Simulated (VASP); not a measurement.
Input of a VASP 6.6.1 run:

Contents of INCAR:

```
PREC = Accurate
ENCUT = 520
EDIFF = 1E-7
ISMEAR = 0
SIGMA = 0.02
LREAL = F
LASPH = T
NELM = 80
ALGO = Normal
ISIF = 2
LWAVE = F
LCHARG = F
GGA = PS
NBANDS = 16
```

Contents of KPOINTS:

```
Automatic mesh
0
Gamma
  9 9 6
```

The input POSCAR:

```
AlN
1.0
    3.1137832728      0.0000000029      0.0000000000
   -1.5568916389      2.6966154147      0.0000000000
    0.0000000000      0.0000000000      4.9835883025
Al N
2 2
Direct
    0.3333333333      0.6666666667     -0.0034913258
    0.6666666667      0.3333333333      0.4965086742
    0.3333333333      0.6666666667      0.3784913258
    0.6666666667      0.3333333333      0.8784913258
```

Potentials or basis: VASP PAW PBE potentials, release 64 (Al, N).

Command:

```console
$ cat potpaw_PBE.64/Al/POTCAR potpaw_PBE.64/N/POTCAR > POTCAR
$ mpirun -np 1 vasp_std > vasp.out
```

What does it give for the pressure?

0.0 GPa.

Predict the band gap on the k mesh.

4.11 eV, direct.

Caveat: the PAW data sets were made with another functional, which shifts forces and pressure a little. A k mesh can miss the band edges.
